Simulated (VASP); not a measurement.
# La4LuF3 (P6/mmm) in VASP: notebook, part 2 of 2

VASP 6.6.1. Earlier steps stand in the parts before.

**4. Relaxation of cell and atoms, PBE**

This run uses another cell than the first one, of 27.27 Å³/atom.

INCAR reads:

```
SYSTEM = La4LuF3
PREC = Accurate
ENCUT = 600
EDIFF = 1E-7
ISMEAR = 0
SIGMA = 0.2
LREAL = .FALSE.
LASPH = .TRUE.
NELM = 60
ALGO = Normal
ISIF = 3
LWAVE = .FALSE.
LCHARG = .FALSE.
GGA = PE
IBRION = 2
NSW = 36
EDIFFG = -0.08
```

KPOINTS reads:

```
regular mesh
0
G
  4 4 2
  0 0 0
```

POSCAR reads:

```
La4LuF3
1.0
    4.9805913100      0.0000000000      0.0000000000
   -2.4902956500      4.3133186000      0.0000000000
    0.0000000000      0.0000000000     10.1565148900
La Lu F
4 1 3
Direct
    0.3333333300      0.6666666700      0.8242007300
    0.6666666700      0.3333333300      0.8242007300
    0.6666666700      0.3333333300      0.1757992700
    0.3333333300      0.6666666700      0.1757992700
    0.0000000000      0.0000000000      0.0000000000
    0.5000000000      0.0000000000      0.5000000000
    0.0000000000      0.5000000000      0.5000000000
    0.5000000000      0.5000000000      0.5000000000
```

Potentials or basis: VASP PAW PBE potentials, release 64 (La, Lu, F).

Launch:

```console
$ cat potpaw_PBE.64/La/POTCAR potpaw_PBE.64/Lu/POTCAR potpaw_PBE.64/F/POTCAR > POTCAR
$ mpirun -np 1 vasp_std > vasp.out
```

OUTCAR:

```text
SYSTEM = La4LuF3
   PREC = Accurate
   ENCUT = 600
   EDIFF = 1E-7
   ISMEAR = 0
   LREAL = .FALSE.
   LASPH = .TRUE.
   NELM = 60
   ISIF = 3
   GGA = PE
   IBRION = 2
   NSW = 36
   EDIFFG = -0.08

 ion  position               nearest neighbor table
   1  0.333  0.667  0.824-   2 2.88   2 2.88   2 2.88   5 3.38   5 3.38   5 3.38   4 3.57
   2  0.667  0.333  0.824-   1 2.88   1 2.88   1 2.88   5 3.38   5 3.38   5 3.38   3 3.57
   3  0.667  0.333  0.176-   4 2.88   4 2.88   4 2.88   5 3.38   5 3.38   5 3.38   2 3.57
   4  0.333  0.667  0.176-   3 2.88   3 2.88   3 2.88   5 3.38   5 3.38   5 3.38   1 3.57
   5  0.000  0.000  0.000-   1 3.38   2 3.38   3 3.38   4 3.38   1 3.38   4 3.38   2 3.38   3 3.38
                             2 3.38   3 3.38   1 3.38   4 3.38
   6  0.500  0.000  0.500-
   7  0.000  0.500  0.500-
   8  0.500  0.500  0.500-

  LATTYP: Found a hexagonal cell.
 ALAT       =     4.9805913100
 C/A-ratio  =     2.0392186907

  Lattice vectors:

 A1 = (   4.9805913100,   0.0000000000,   0.0000000000)
 A2 = (  -2.4902956500,   4.3133186000,   0.0000000000)
 A3 = (   0.0000000000,   0.0000000000,  10.1565148900)

Analysis of symmetry for initial positions (statically):
=====================================================================
 Subroutine PRICEL returns:
 Original cell was already a primitive cell.

 Routine SETGRP: Setting up the symmetry group for a
 hexagonal supercell.

 Subroutine GETGRP returns: Found 24 space group operations
 (whereof 24 operations were pure point group operations)
 out of a pool of 24 trial point group operations.

The static configuration has the point symmetry D_6h.

Analysis of symmetry for dynamics (positions and initial velocities):
=====================================================================
 Subroutine PRICEL returns:
 Original cell was already a primitive cell.

 Routine SETGRP: Setting up the symmetry group for a
 hexagonal supercell.

 Subroutine GETGRP returns: Found 24 space group operations
 (whereof 24 operations were pure point group operations)
 out of a pool of 24 trial point group operations.

The dynamic configuration has the point symmetry D_6h.

 Subroutine INISYM returns: Found 24 space group operations
 (whereof 24 operations are pure point group operations),
 and found     1 'primitive' translations

----------------------------------------------------------------------------------------

                                     Primitive cell

  volume of cell :     218.1912

  direct lattice vectors                    reciprocal lattice vectors
     4.980591310  0.000000000  0.000000000     0.200779373  0.115920025  0.000000000
    -2.490295650  4.313318600  0.000000000     0.000000000  0.231840050  0.000000000
     0.000000000  0.000000000 10.156514890     0.000000000  0.000000000  0.098458971

  length of vectors
     4.980591310  4.980591307 10.156514890     0.231840050  0.231840050  0.098458971

  position of ions in fractional coordinates (direct lattice)
     0.333333330  0.666666670  0.824200730
     0.666666670  0.333333330  0.824200730
     0.666666670  0.333333330  0.175799270
     0.333333330  0.666666670  0.175799270
     0.000000000  0.000000000  0.000000000
     0.500000000  0.000000000  0.500000000
     0.000000000  0.500000000  0.500000000
     0.500000000  0.500000000  0.500000000

  ion indices of the primitive-cell ions
[... 56 lines left out ...]
   ISTART =      0    job   : 0-new  1-cont  2-samecut
   ICHARG =      2    charge: 1-file 2-atom 10-const
   ISPIN  =      1    spin polarized calculation?
   LNONCOLLINEAR =      F non collinear calculations
   LSORBIT =      F    spin-orbit coupling
   LASPH  =      T    aspherical Exc in radial PAW
   ENCUT  =  600.0 eV  44.10 Ry    6.64 a.u.   9.95  9.95 20.29*2*pi/ulx,y,z
   NELM   =     60;   NELMIN=  2; NELMDL= -5     # of ELM steps
   EDIFF  = 0.1E-06   stopping-criterion for ELM
   LREAL  =      F    real-space projection
   EDIFFG = -.8E-01   stopping-criterion for IOM
   NSW    =     36    number of steps for IOM
   IBRION =      2    ionic relax: 0-MD 1-quasi-New 2-CG
   NFREE  =      1    steps in history (QN), initial steepest desc. (CG)
   ISIF   =      3    stress and relaxation
   ISYM   =      2    0-nonsym 1-usesym 2-fastsym
   POTIM  = 0.5000    time-step for ionic-motion
   TEBEG  =    0.0;   TEEND  =   0.0 temperature during run
   PSTRESS=    0.0 pullay stress
   NELECT =      90.0000    total number of electrons
   NUPDOWN=      -1.0000    fix difference up-down
   EMIN   =  10.00;   EMAX   =-10.00  energy-range for DOS
   EFERMI =   0.00;   METHOD = LEGACY
   ISMEAR =     0;   SIGMA  =   0.20  broadening in eV -4-tet -1-fermi 0-gaus
   EFERMI_NEDOS =   21; number of points for ismear=-14 and -15
   IALGO  =     38    algorithm
   IMIX   =      4    mixing-type and parameters
     AMIX     =   0.40;   BMIX     =  1.00
     AMIX_MAG =   1.60;   BMIX_MAG =  1.00
  volume/ion in A,a.u.               =      27.27       184.05
  Fermi-wavevector in a.u.,A,eV,Ry     =   1.218643  2.302902 20.205897  1.485092
  Thomas-Fermi vector in A             =   2.353923
   LORBIT       =      0    0 simple, 1 ext, 2 COOP (PROOUT), +10 PAW based schemes
   GGA     = PE    functional components
   LHFCALC =     F    Hartree Fock is set to
   AEXX    =    0.0000 exact exchange contribution
   IVDW    =     0    specifies the selected vdW correction
   LEPSILON=     F    determine dielectric tensor
   LRPA    =     F    only Hartree local field effects (RPA)
 conjugate gradient relaxation of ions
 non-spin polarized calculation
 Gauss-broadening in eV      SIGMA  =   0.20
  energy-cutoff  :      600.00
  volume of cell :      218.19
 maximum number of plane-waves:      7300
 NGX is ok and might be reduce to    40
   NGX = 19   NGY = 19   NGZ = 41

--------------------------------------- Ionic step        1  -------------------------------------------

 number of electron      90.0000005 magnetization

 Free energy of the ion-electron system (eV)
  ---------------------------------------------------
  ext. energy  EPLUGINS =         0.00000000
  ---------------------------------------------------
  free energy    TOTEN  =       -29.05117460 eV

  energy without entropy =      -28.76697217  energy(sigma->0) =      -28.90907338

------------------------ aborting loop because EDIFF is reached ----------------------------------------

  FORCE on cell =-STRESS in cart. coord.  units (eV):
  Direction    XX          YY          ZZ          XY          YZ          ZX
  --------------------------------------------------------------------------------------
  -------------------------------------------------------------------------------------
  Total       17.7097652     17.7097652    -15.4004712      0.0000000      0.0000000      0.0000000
  in kB      130.0427760    130.0427760   -113.0856339      0.0000002      0.0000000      0.0000000
  external PRESSURE =      48.9999727 kB  Pullay stress =       0.0000000 kB
[... 71 lines left out ...]
--------------------------------------- Ionic step        3  -------------------------------------------

 number of electron      90.0000151 magnetization

 E-fermi :   4.3222     XC(G=0):  -8.1997

 val. band max:        4.2903150587   @ k =   0.5000   0.0000   0.0000
 cond. band min:       4.3518114887   @ k =   0.5000   0.0000   0.5000
 fundamental gap:      0.0614964300
 Fermi energy:         4.3221787583

 k-point     1 :       0.0000    0.0000    0.0000
  band No.  band energies     occupation
      1     -53.9348      2.00000
      2     -29.3789      2.00000
      3     -29.3366      2.00000
      4     -28.6903      2.00000
      5     -28.6588      2.00000
      6     -24.7181      2.00000
[... 480 lines left out ...]
  FREE ENERGIE OF THE ION-ELECTRON SYSTEM (eV)
  ---------------------------------------------------
  free  energy   TOTEN  =       -38.0333962390 eV

  energy  without entropy=      -37.8432262197  energy(sigma->0) =      -37.93831123

[... ionic steps 4 to 15 ...]

--------------------------------------- Ionic step       16  -------------------------------------------

 number of electron      90.0000047 magnetization

------------------------ aborting loop because EDIFF is reached ----------------------------------------
[... 79 lines left out ...]
--------------------------------------- Ionic step       18  -------------------------------------------

 number of electron      90.0000063 magnetization

 Free energy of the ion-electron system (eV)
  ---------------------------------------------------
  ext. energy  EPLUGINS =         0.00000000
  ---------------------------------------------------
  free energy    TOTEN  =       -42.60342108 eV

  energy without entropy =      -42.36486538  energy(sigma->0) =      -42.48414323

 E-fermi :   5.6140     XC(G=0):  -9.1403

 val. band max:        5.5891667622   @ k =   0.2500   0.0000   0.0000
 cond. band min:       5.6682978464   @ k =   0.5000   0.0000   0.0000
 fundamental gap:      0.0791310842
 Fermi energy:         5.6139819942

 k-point     1 :       0.0000    0.0000    0.0000
  band No.  band energies     occupation
      1     -51.2080      2.00000
      2     -27.6817      2.00000
      3     -27.5842      2.00000
      4     -27.3708      2.00000
      5     -27.3056      2.00000
      6     -21.9072      2.00000
[... 480 lines left out ...]
  FREE ENERGIE OF THE ION-ELECTRON SYSTEM (eV)
  ---------------------------------------------------
  free  energy   TOTEN  =       -42.6034210800 eV

  energy  without entropy=      -42.3648653849  energy(sigma->0) =      -42.48414323

 reached required accuracy - stopping structural energy minimisation
```

Run time: 37 min. Hardware: 1 thread of Intel Xeon 6975P-C (Granite Rapids), shared host; peak memory 0.49 GiB.

What came out:

| Quantity | Value |
| --- | --- |
| Free energy | -42.6034 eV |
| Relaxed volume | 28.33 Å³/atom |
| Relaxed cell | a = 5.891 Å, b = 5.891 Å, c = 7.542 Å, α = 90.00°, β = 90.00°, γ = 120.00° |
| Space group after relaxing (to 0.1 Å) | P6/mmm (No. 191) |
| Energy gained by relaxing | 1694.0 meV/atom |
| Ionic steps | 18 |
| Pressure after relaxing | 0.2 GPa |
| Largest force after relaxing | 0.068 eV/Å |
| Band gap on the k mesh | zero (bands 45 and 46 overlap by 0.21 eV) |

Forces in eV/Å, atoms in the order of the input:
```
La   0.000  0.000 -0.068
La   0.000  0.000 -0.068
La   0.000  0.000  0.068
La   0.000  0.000  0.068
Lu   0.000  0.000  0.000
F    0.000  0.000  0.000
F    0.000  0.000  0.000
F    0.000  0.000  0.000
```

Stress tensor (GPa, compression positive):
```
 0.32  0.00  0.00
 0.00  0.32  0.00
 0.00  0.00 -0.14
```

Step by step:
| step | energy change (eV) | largest force (eV/Å) | pressure (GPa) | volume (Å³) |
| --- | --- | --- | --- | --- |
| 1 | 0.0000 | 1.9398 | 4.90 | 218.19 |
| 2 | -5.2511 | 2.6589 | -1.92 | 242.46 |
| 3 | -8.9822 | 2.2210 | -9.54 | 279.33 |
| 4 | -10.6157 | 2.0313 | -7.40 | 268.68 |
| 5 | -12.3614 | 1.1672 | 1.09 | 220.48 |
| 6 | -12.6799 | 1.3050 | -2.90 | 232.89 |
| 7 | -13.2611 | 0.0037 | 1.60 | 212.81 |
| 8 | -13.2611 | 0.0050 | 1.62 | 212.77 |
| 9 | -13.3621 | 0.2859 | -0.08 | 219.29 |
| 10 | -13.3663 | 0.3906 | -0.47 | 221.11 |
| 11 | -13.4053 | 0.3806 | -0.04 | 220.73 |
| 12 | -13.4950 | 0.1871 | 1.27 | 219.39 |
| 13 | -13.2061 | 1.0261 | 3.74 | 215.88 |
| 14 | -13.5044 | 0.0172 | 1.68 | 219.00 |
| 15 | -13.5186 | 0.0139 | 1.50 | 220.25 |
| 16 | -13.5339 | 0.1068 | 1.07 | 223.12 |
| 17 | -13.5423 | 0.0528 | 0.80 | 224.16 |
| 18 | -13.5522 | 0.0684 | 0.17 | 226.66 |

Final structure:
```xyz
8
Lattice="5.8908 0.0000 0.0000 -2.9454 5.1016 0.0000 0.0000 0.0000 7.5423" Properties=species:S:1:pos:R:3 pbc="T T T"
La    0.0000    3.4011    5.7259
La    2.9454    1.7005    5.7259
La    2.9454    1.7005    1.8164
La    0.0000    3.4011    1.8164
Lu    0.0000    0.0000    0.0000
F     2.9454    0.0000    3.7712
F    -1.4727    2.5508    3.7712
F     1.4727    2.5508    3.7712
```

Levels at points of the mesh, in eV from the Fermi level:
| k point | band 40 | band 41 | band 42 | band 43 | band 44 | band 45 | band 46 | band 47 | band 48 | band 49 |
| --- | --- | --- | --- | --- | --- | --- | --- | --- | --- | --- |
| (0.00, 0.00, 0.00) | -3.09 | -0.71 | -0.67 | -0.59 | -0.59 | 0.17 | 0.17 | 0.28 | 0.28 | 1.00 |
| (0.50, 0.00, 0.00) | -2.30 | -0.69 | -0.67 | -0.38 | -0.27 | 0.05 | 0.11 | 0.12 | 0.34 | 0.51 |
| (0.00, 0.00, 0.50) | -2.76 | -1.31 | -0.34 | -0.34 | -0.11 | 0.18 | 0.18 | 0.28 | 0.28 | 1.07 |
| (0.50, 0.00, 0.50) | -2.27 | -0.84 | -0.65 | -0.27 | -0.19 | -0.12 | 0.09 | 0.13 | 0.71 | 0.74 |

Caveat: the k points lie up to 0.42 Å⁻¹ apart in the final cell; a cell axis changed by over 15 % at a fixed basis, so the end point is rough; spin-orbit coupling is left out, which moves the levels of the heavy elements; the relaxation stopped at a loose force limit of 0.08 eV/Å, so its end isn't a converged minimum.

**5. The runs side by side**

| task | cell | k mesh | cutoff (eV) | smearing | gap on the mesh (eV) | pressure (GPa) | largest force (eV/Å) |
| --- | --- | --- | --- | --- | --- | --- | --- |
| single point | a = 5.998, b = 5.998, c = 7.501 Å, angles 90.0, 90.0, 120.0°, 8 atoms, atomic positions A | 4 × 4 × 2 | 520 | gaussian 0.2 eV | none | -0.3 | 0.06 |
| single point | a = 5.965, b = 5.965, c = 7.525 Å, angles 90.0, 90.0, 120.0°, 8 atoms, atomic positions A | 6 × 6 × 4 | 520 | gaussian 0.1 eV | none | -0.1 | 0.02 |
| relaxation of cell and atoms | relaxed from a = 4.981, b = 4.981, c = 10.157 Å, angles 90.0, 90.0, 120.0°, 8 atoms, atomic positions B | 4 × 4 × 2 | 600 | gaussian 0.2 eV | none | 0.2 | 0.07 |

Alike in all rows: level PBE; potentials or basis VASP PAW PBE potentials, release 64 (La, Lu, F); no spin polarisation.

Caveats: some runs use coarse meshes; spin-orbit coupling is left out, which moves the levels of the heavy elements; a cell axis changed by over 15 % at a fixed basis, so the end point is rough (at least some runs); the relaxation stopped at a loose force limit of 0.08 eV/Å, so its end isn't a converged minimum (at least some runs).

Total energies depend on the potentials used, so only differences within one code and one set of settings carry meaning.

The gap in the log of VASP goes by the Fermi energy; the results here count the filled bands.